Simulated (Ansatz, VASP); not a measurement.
## Zr3MoS: VASP beside Ansatz

Contents of INCAR:

```
SYSTEM = Zr3MoS
  PREC = Accurate
  ENCUT = 520
  EDIFF = 1E-7
  ISMEAR = 0
  SIGMA = 0.1
  LREAL = .False.
  LASPH = .True.
  NELM = 150
  ALGO = Normal
  ISIF = 2
  LWAVE = .False.
  LCHARG = .True.
  ISPIN = 2
  MAGMOM = 0 0 0 1 0
  LORBIT = 11
  LMAXMIX = 4
  GGA = PE
  LELF = .True.
  LVHAR = .True.
  NBANDS = 40
```

The input KPOINTS:

```
regular mesh
0
Gamma
  4 4 4
  0 0 0
```

POSCAR

```
Zr3MoS
1.0
    4.2104893200      0.0000000000      0.0000000000
    0.0000000000      4.2104893200      0.0000000000
    0.0000000000      0.0000000000      6.0508117700
Zr Mo S
3 1 1
Direct
    0.0000000000      0.0000000000      0.6941282800
    0.0000000000      0.0000000000      0.3058717200
    0.5000000000      0.5000000000      0.0000000000
    0.5000000000      0.5000000000      0.5000000000
    0.0000000000      0.0000000000      0.0000000000
```

Input for Ansatz:

```yaml
crystal:
  lattice:
    - [4.21048932, 0.0, 0.0]
    - [0.0, 4.21048932, 0.0]
    - [0.0, 0.0, 6.05081177]
  atoms:
    - { symbol: Zr, position: [0.0, 0.0, 0.69412828] }
    - { symbol: Zr, position: [0.0, 0.0, 0.30587172] }
    - { symbol: Zr, position: [0.5, 0.5, 0.0] }
    - { symbol: Mo, position: [0.5, 0.5, 0.5], spin: 1.0 }
    - { symbol: S, position: [0.0, 0.0, 0.0] }
basis:
  ecutwfc: 420
kpoints:
  mp_grid: { grid: [4, 4, 4] }
hamiltonian:
  xc: pbe
scf:
  occupations: { method: gaussian, width: 0.1 }
  lower_state_search: "off"
output:
  forces: true
  stress: true
  eigenvalues: true
  populations: true
magnetization:
  spin_polarized: true
```

Alike in both runs: task single point; functional PBE; k mesh 4 × 4 × 4; occupations gaussian, width 0.1 eV; collinear spin.

```csv
,VASP,Ansatz
version,VASP 6.6.1,Ansatz 0.2.0
potentials or method,"VASP PAW PBE potentials, release 64 (Zr_sv, Mo_sv, S), cutoff 520 eV","scalar-relativistic, plane waves, PAW"
valence electrons in the cell,56,56
```

```tsv
	VASP	Ansatz	Ansatz less VASP
gap on the k mesh at the Fermi level (eV)	none	none	-
rms of the force components (eV/Å)	5.997	6.080	+0.0829
net moment per atom (μB)	0.00	0.00	0.000
```

Atom by atom the forces differ by 0.083 eV/Å (rms over components). A gap of «none» marks a metal or a gap that the smearing closes. The functional is the same, so the differences come from potentials, cutoffs and numerics. Ansatz's warnings: seeded moment not kept.

The k mesh is coarse, so the values compare programs but aren't converged.
